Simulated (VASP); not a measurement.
# TaAs (I4_1md) in VASP: further runs

Runs on TaAs. Level: PBE. Tasks: single point.

All numbers are computed with VASP 6.6.1; they aren't measurements. Logs are shortened: lines on timing, memory, paths and dates and some standing lists are left out, and cuts for length are marked.

## (1) The cell of the first run

It takes space group I4_1md (No. 109, tetragonal). The conventional cell has a = 3.464 Å, b = 3.464 Å, c = 11.736 Å, α = 90.00°, β = 90.00°, γ = 90.00°. Within 3.5 Å of Ta (site symmetry 2mm) lie 6 As at 2.62 to 2.63 Å and 8 Ta at 3.41 to 3.46 Å. As (site symmetry 2mm) has 6 Ta at 2.62 to 2.63 Å and 8 As at 3.41 to 3.46 Å within 3.5 Å.

## (2) Single point, PBE

The input, INCAR:

```
ALGO     = Normal         # electronic algorithm
EDIFF    = 1E-6           # SCF threshold, eV
ENCUT    = 520            # plane-wave cutoff, eV
GGA      = PE             # functional
ISIF     = 2              # what is computed and relaxed
ISMEAR   = 0              # smearing method
LASPH    = True           # aspherical terms in the spheres
LCHARG   = True           # write CHGCAR
LELF     = True           # ELF
LREAL    = False          # projectors in reciprocal space
LVHAR    = True         
LWAVE    = False          # write WAVECAR
NBANDS   = 24             # bands
NELM     = 60             # most SCF steps
PREC     = Accurate       # precision mode
SIGMA    = 0.1            # smearing width, eV
```

The input, KPOINTS:

```
k-points
0
Gamma
  18 18 18
```

The input, POSCAR:

```
TaAs
1.0
   -1.7318655295      1.7318655295      5.8677620477
    1.7318655295     -1.7318655295      5.8677620477
    1.7318655295      1.7318655295     -5.8677620477
Ta As
2 2
Direct
    0.5001785278      1.0001785278      0.5000000000
    0.7501785278      0.7501785278      0.0000000000
    0.0824208922      0.5824208922      0.5000000000
    0.3324208922      0.3324208922      0.0000000000
```

Potentials or basis: VASP PAW PBE potentials, release 64 (Ta_pv, As).

Command:

```console
cat potpaw_PBE.64/Ta_pv/POTCAR potpaw_PBE.64/As/POTCAR > POTCAR
mpirun -np 1 vasp_std > vasp.out
```

OUTCAR:

```text
EDIFF = 1E-6
   ENCUT = 520
   GGA = PE
   ISIF = 2
   ISMEAR = 0
   LASPH = True
   LREAL = False
   NELM = 60
   PREC = Accurate

 ion  position               nearest neighbor table
   1  0.500  0.000  0.500-   4 2.62   4 2.62   3 2.63   3 2.63   3 2.63   3 2.63   2 3.41   2 3.41
                             2 3.41   2 3.41
   2  0.750  0.750  0.000-   3 2.62   3 2.62   4 2.63   4 2.63   4 2.63   4 2.63   1 3.41   1 3.41
                             1 3.41   1 3.41
   3  0.082  0.582  0.500-   2 2.62   2 2.62   1 2.63   1 2.63   1 2.63   1 2.63
   4  0.332  0.332  0.000-   1 2.62   1 2.62   2 2.63   2 2.63   2 2.63   2 2.63

  LATTYP: Found a body centered tetragonal cell.
 ALAT       =     3.4637310590
 C/A-ratio  =     3.3881164258

  Lattice vectors:

 A1 = (  -1.7318655295,   1.7318655295,   5.8677620477)
 A2 = (   1.7318655295,  -1.7318655295,   5.8677620477)
 A3 = (   1.7318655295,   1.7318655295,  -5.8677620477)

Analysis of symmetry for initial positions (statically):
=====================================================================
 Subroutine PRICEL returns:
 Original cell was already a primitive cell.

 Routine SETGRP: Setting up the symmetry group for a
 body centered tetragonal supercell.

 Subroutine GETGRP returns: Found  8 space group operations
 (whereof  4 operations were pure point group operations)
 out of a pool of 16 trial point group operations.

The static configuration has the point symmetry C_2v.
 The point group associated with its full space group is C_4v.

Analysis of symmetry for dynamics (positions and initial velocities):
=====================================================================
 Subroutine PRICEL returns:
 Original cell was already a primitive cell.

 Routine SETGRP: Setting up the symmetry group for a
 body centered tetragonal supercell.

 Subroutine GETGRP returns: Found  8 space group operations
 (whereof  4 operations were pure point group operations)
 out of a pool of 16 trial point group operations.

The dynamic configuration has the point symmetry C_2v.
 The point group associated with its full space group is C_4v.

 Subroutine INISYM returns: Found  8 space group operations
 (whereof  4 operations are pure point group operations),
 and found     1 'primitive' translations

----------------------------------------------------------------------------------------

                                     Primitive cell

  volume of cell :      70.3981

  direct lattice vectors                    reciprocal lattice vectors
    -1.731865530  1.731865530  5.867762048     0.000000000  0.288706018  0.085211363
     1.731865530 -1.731865530  5.867762048     0.288706018  0.000000000  0.085211363
     1.731865530  1.731865530 -5.867762048     0.288706018  0.288706018  0.000000000

  length of vectors
     6.358407652  6.358407652  6.358407652     0.301018506  0.301018506  0.408291966

  position of ions in fractional coordinates (direct lattice)
     0.500178528  0.000178528  0.500000000
     0.750178528  0.750178528  0.000000000
     0.082420892  0.582420892  0.500000000
     0.332420892  0.332420892  0.000000000

  ion indices of the primitive-cell ions
   primitive index   ion index
                 1           1
                 2           2
                 3           3
                 4           4

----------------------------------------------------------------------------------------

 KPOINTS: k-points

Automatic generation of k-mesh.
 Grid dimensions read from file:
 generate k-points for:   18   18   18

 Generating k-lattice:

  Cartesian coordinates                     Fractional coordinates (reciprocal lattice)
     0.000000000  0.016039223  0.004733965     0.055555556 -0.000000000  0.000000000
     0.016039223  0.000000000  0.004733965    -0.000000000  0.055555556  0.000000000
     0.016039223  0.016039223  0.000000000     0.000000000  0.000000000  0.055555556

  Length of vectors
     0.016723250  0.016723250  0.022682887

  Shift w.r.t. Gamma in fractional coordinates (k-lattice)
     0.000000000  0.000000000  0.000000000

 Subroutine IBZKPT returns following result:
 ===========================================

 Found    480 irreducible k-points:

 Following reciprocal coordinates:
            Coordinates               Weight
  0.000000  0.000000  0.000000      1.000000
  0.055556  0.000000 -0.000000      8.000000
  0.111111  0.000000 -0.000000      8.000000
  0.166667  0.000000 -0.000000      8.000000
  0.222222  0.000000 -0.000000      8.000000
  0.277778 -0.000000  0.000000      8.000000
[... 16 lines left out ...]
 -0.277778  0.055556 -0.000000     16.000000
 -0.222222  0.055556  0.000000     16.000000
 [... further k-points ...]
   k-points           NKPTS =    480   k-points in BZ     NKDIM =    480   number of bands    NBANDS=     24
   number of dos      NEDOS =    301   number of ions     NIONS =      4
   total plane-waves  NPLWV = 110592
   dimension x,y,z NGX =    48 NGY =   48 NGZ =   48
   dimension x,y,z NGXF=    96 NGYF=   96 NGZF=   96
   ions per type =               2   2
   NGX,Y,Z   is equivalent  to a cutoff of  12.55, 12.55, 12.55 a.u.
   NGXF,Y,Z  is equivalent  to a cutoff of  25.10, 25.10, 25.10 a.u.
 SYSTEM =  unknown system
   PREC   = accura    normal or accurate (medium, high low for compatibility)
   ISTART =      0    job   : 0-new  1-cont  2-samecut
   ICHARG =      2    charge: 1-file 2-atom 10-const
   ISPIN  =      1    spin polarized calculation?
   LNONCOLLINEAR =      F non collinear calculations
   LSORBIT =      F    spin-orbit coupling
   LASPH  =      T    aspherical Exc in radial PAW
   ENCUT  =  520.0 eV  38.22 Ry    6.18 a.u.  11.82 11.82 11.82*2*pi/ulx,y,z
   NELM   =     60;   NELMIN=  2; NELMDL= -5     # of ELM steps
   EDIFF  = 0.1E-05   stopping-criterion for ELM
   LREAL  =      F    real-space projection
[... 7 lines left out ...]
   TEBEG  =    0.0;   TEEND  =   0.0 temperature during run
   PSTRESS=    0.0 pullay stress
   NELECT =      32.0000    total number of electrons
   NUPDOWN=      -1.0000    fix difference up-down
   EMIN   =  10.00;   EMAX   =-10.00  energy-range for DOS
   EFERMI =   0.00;   METHOD = LEGACY
   ISMEAR =     0;   SIGMA  =   0.10  broadening in eV -4-tet -1-fermi 0-gaus
   EFERMI_NEDOS =   21; number of points for ismear=-14 and -15
   IALGO  =     38    algorithm
   IMIX   =      4    mixing-type and parameters
     AMIX     =   0.40;   BMIX     =  1.00
     AMIX_MAG =   1.60;   BMIX_MAG =  1.00
  volume/ion in A,a.u.               =      17.60       118.77
  Fermi-wavevector in a.u.,A,eV,Ry     =   1.258745  2.378684 21.557613  1.584440
  Thomas-Fermi vector in A             =   2.392340
   LORBIT       =      0    0 simple, 1 ext, 2 COOP (PROOUT), +10 PAW based schemes
   GGA     = PE    functional components
   LHFCALC =     F    Hartree Fock is set to
   AEXX    =    0.0000 exact exchange contribution
   IVDW    =     0    specifies the selected vdW correction
   LEPSILON=     F    determine dielectric tensor
   LRPA    =     F    only Hartree local field effects (RPA)
 non-spin polarized calculation
 Gauss-broadening in eV      SIGMA  =   0.10
  energy-cutoff  :      520.00
  volume of cell :       70.40
 maximum number of plane-waves:      1930
   NGX = 23   NGY = 23   NGZ = 23

 number of electron      32.0000002 magnetization

 Free energy of the ion-electron system (eV)
  ---------------------------------------------------
  ext. energy  EPLUGINS =         0.00000000
  ---------------------------------------------------
  free energy    TOTEN  =       -35.11813081 eV

  energy without entropy =      -35.11644978  energy(sigma->0) =      -35.11729030

 E-fermi :   6.8615     XC(G=0): -11.8533

 val. band max:        6.8514264093   @ k =  -0.3333   0.4444   0.3333
 cond. band min:       6.8620221013   @ k =  -0.1667  -0.4444   0.1667
 fundamental gap:      0.0105956920
 Fermi energy:         6.8615356036

 k-point     1 :       0.0000    0.0000    0.0000
  band No.  band energies     occupation
      1     -28.1373      2.00000
      2     -28.1072      2.00000
      3     -28.1072      2.00000
      4     -27.9620      2.00000
      5     -27.9620      2.00000
      6     -27.9082      2.00000
[... 16 lines left out ...]
     23      10.8881      0.00000
     24      10.8887      0.00000

 k-point     2 :       0.0556    0.0000   -0.0000
  band No.  band energies     occupation
      1     -28.1364      2.00000
      2     -28.1111      2.00000
      3     -28.1068      2.00000
      4     -27.9664      2.00000
      5     -27.9615      2.00000
      6     -27.9086      2.00000
[... 16 lines left out ...]
     23      10.5416      0.00000
     24      11.0374      0.00000

 k-point     3 :       0.1111    0.0000   -0.0000
  band No.  band energies     occupation
      1     -28.1376      2.00000
      2     -28.1182      2.00000
      3     -28.1056      2.00000
      4     -27.9789      2.00000
      5     -27.9600      2.00000
      6     -27.9102      2.00000
[... 16 lines left out ...]
     23      10.6638      0.00000
     24      11.4314      0.00000

 k-point     4 :       0.1667    0.0000   -0.0000
  band No.  band energies     occupation
      1     -28.1525      2.00000
      2     -28.1158      2.00000
      3     -28.1038      2.00000
      4     -27.9973      2.00000
      5     -27.9578      2.00000
      6     -27.9133      2.00000
[... 16 lines left out ...]
     23      10.9542      0.00000
     24      11.9600      0.00000

 k-point     5 :       0.2222    0.0000   -0.0000
  band No.  band energies     occupation
      1     -28.1764      2.00000
      2     -28.1071      2.00000
      3     -28.1015      2.00000
      4     -28.0188      2.00000
      5     -27.9550      2.00000
      6     -27.9180      2.00000
[... 16 lines left out ...]
     23      11.2154      0.00000
     24      12.5091      0.00000

 k-point     6 :       0.2778   -0.0000    0.0000
  band No.  band energies     occupation
      1     -28.2027      2.00000
      2     -28.0991      2.00000
      3     -28.0980      2.00000
      4     -28.0395      2.00000
      5     -27.9521      2.00000
      6     -27.9241      2.00000
[... 16 lines left out ...]
     23      11.3305      0.00000
     24      12.9428      0.00000
[... 379 lines left out ...]
 k-point    21 :      -0.3889    0.0556   -0.0000
  band No.  band energies     occupation
      1     -28.2468      2.00000
      2     -28.1030      2.00000
      3     -28.0964      2.00000
      4     -28.0534      2.00000
      5     -27.9521      2.00000
      6     -27.9347      2.00000
[... 16 lines left out ...]
     23      11.3684      0.00000
     24      13.0761      0.00000

 k-point    22 :      -0.3333    0.0556   -0.0000
  band No.  band energies     occupation
      1     -28.2267      2.00000
      2     -28.1033      2.00000
      3     -28.0924      2.00000
      4     -28.0533      2.00000
      5     -27.9540      2.00000
      6     -27.9277      2.00000
[... 16 lines left out ...]
     23      11.4620      0.00000
     24      12.9473      0.00000

 k-point    23 :      -0.2778    0.0556   -0.0000
  band No.  band energies     occupation
      1     -28.2020      2.00000
      2     -28.1064      2.00000
      3     -28.0960      2.00000
      4     -28.0397      2.00000
      5     -27.9566      2.00000
      6     -27.9209      2.00000
[... 16 lines left out ...]
     23      11.5548      0.00000
     24      12.6305      0.00000

 k-point    24 :      -0.2222    0.0556    0.0000
  band No.  band energies     occupation
      1     -28.1758      2.00000
      2     -28.1118      2.00000
      3     -28.1022      2.00000
      4     -28.0187      2.00000
      5     -27.9595      2.00000
      6     -27.9152      2.00000
[... 16 lines left out ...]
     23      11.4459      0.00000
     24      12.1670      0.00000

 [... further k-points ...]

------------------------ aborting loop because EDIFF is reached ----------------------------------------

  FORCE on cell =-STRESS in cart. coord.  units (eV):
  Direction    XX          YY          ZZ          XY          YZ          ZX
  --------------------------------------------------------------------------------------
  -------------------------------------------------------------------------------------
  Total        0.1545407      0.1545407      0.1194193      0.0000000      0.0000000      0.0000000
  in kB        3.5171648      3.5171648      2.7178418      0.0000000      0.0000000      0.0000000
  external PRESSURE =       3.2507238 kB  Pullay stress =       0.0000000 kB

 VOLUME and BASIS-vectors are now :
 -----------------------------------------------------------------------------
  energy-cutoff  :      520.00
  volume of cell :       70.40
      direct lattice vectors                 reciprocal lattice vectors
    -1.731865530  1.731865530  5.867762048     0.000000000  0.288706018  0.085211363
     1.731865530 -1.731865530  5.867762048     0.288706018  0.000000000  0.085211363
     1.731865530  1.731865530 -5.867762048     0.288706018  0.288706018  0.000000000

 POSITION                                       TOTAL-FORCE (eV/Angst)
 -----------------------------------------------------------------------------------
      0.00000      1.73187      0.00210         0.000000     -0.000000      0.001641
      0.00000      0.00000      8.80374        -0.000000      0.000000      0.001641
      1.73187     -0.00000      0.96725        -0.000000      0.000000     -0.001641
      0.00000      0.00000      3.90113         0.000000     -0.000000     -0.001641
 -----------------------------------------------------------------------------------
    total drift:                                0.000000      0.000000     -0.000029

  FREE ENERGIE OF THE ION-ELECTRON SYSTEM (eV)
  ---------------------------------------------------
  free  energy   TOTEN  =       -35.1181308130 eV

  energy  without entropy=      -35.1164497798  energy(sigma->0) =      -35.11729030
```

Run time: 26 min. Hardware: 1 thread of Intel Xeon Platinum 8488C (Sapphire Rapids), shared host; peak memory 0.88 GiB.

Results:

- Free energy: -35.1181 eV
- Pressure: 0.3 GPa
- Band gap on the k mesh: zero (bands 16 and 17 overlap by 0.02 eV)

Caveat: spin-orbit coupling is left out, which moves the levels of the heavy elements.

## (3) Single point, PBE

The input, INCAR:

```
SYSTEM = TaAs
PREC = Accurate
ENCUT = 520
EDIFF = 1E-6
ISMEAR = -1
SIGMA = 0.15
LREAL = .False.
LASPH = .True.
NELM = 60
ALGO = Normal
ISIF = 2
LWAVE = .False.
LCHARG = .False.
GGA = PE
NBANDS = 24
```

The input, KPOINTS:

```
Automatic mesh
0
Gamma
  18 18 18
  0 0 0
```

The input, POSCAR:

```
TaAs
1.0
   -1.7324265686      1.7324265686      5.8669527198
    1.7324265686     -1.7324265686      5.8669527198
    1.7324265686      1.7324265686     -5.8669527198
Ta As
2 2
Direct
    0.5001864991      1.0001864991      0.5000000000
    0.7501864991      0.7501864991      0.0000000000
    0.0824129209      0.5824129209      0.5000000000
    0.3324129209      0.3324129209      0.0000000000
```

Potentials or basis: VASP PAW PBE potentials, release 64 (Ta_pv, As).

Command:

```console
cat potpaw_PBE.64/Ta_pv/POTCAR potpaw_PBE.64/As/POTCAR > POTCAR
mpirun -np 1 vasp_std > vasp.out
```

Run time: 26 min. Hardware: 1 thread of Intel Xeon Platinum 8488C (Sapphire Rapids), shared host; peak memory 0.88 GiB.

It converged, with:

| Quantity | Value |
| --- | --- |
| Free energy | -35.1395 eV |
| Pressure | 0.3 GPa |
| Band gap on the k mesh | zero (bands 16 and 17 overlap by 0.02 eV) |

Levels at points of the mesh, in eV from the Fermi level:
```tsv
k point	band 13	band 14	band 15	band 16	band 17	band 18	band 19	band 20
(0.00, 0.00, 0.00)	-2.26	-1.84	-1.59	-1.59	0.92	1.58	2.36	3.07
(0.50, 0.00, 0.00)	-2.38	-2.24	-1.48	-0.20	0.17	1.41	2.27	2.45
(0.50, 0.50, 0.00)	-3.11	-3.11	-1.08	-1.08	2.78	2.78	3.06	3.06
(0.50, 0.50, 0.50)	-2.70	-2.70	-0.91	-0.91	1.23	1.23	2.32	2.32
```

Caveat: spin-orbit coupling is left out, which moves the levels of the heavy elements.

The gap in the log of VASP goes by the Fermi energy; the results here count the filled bands.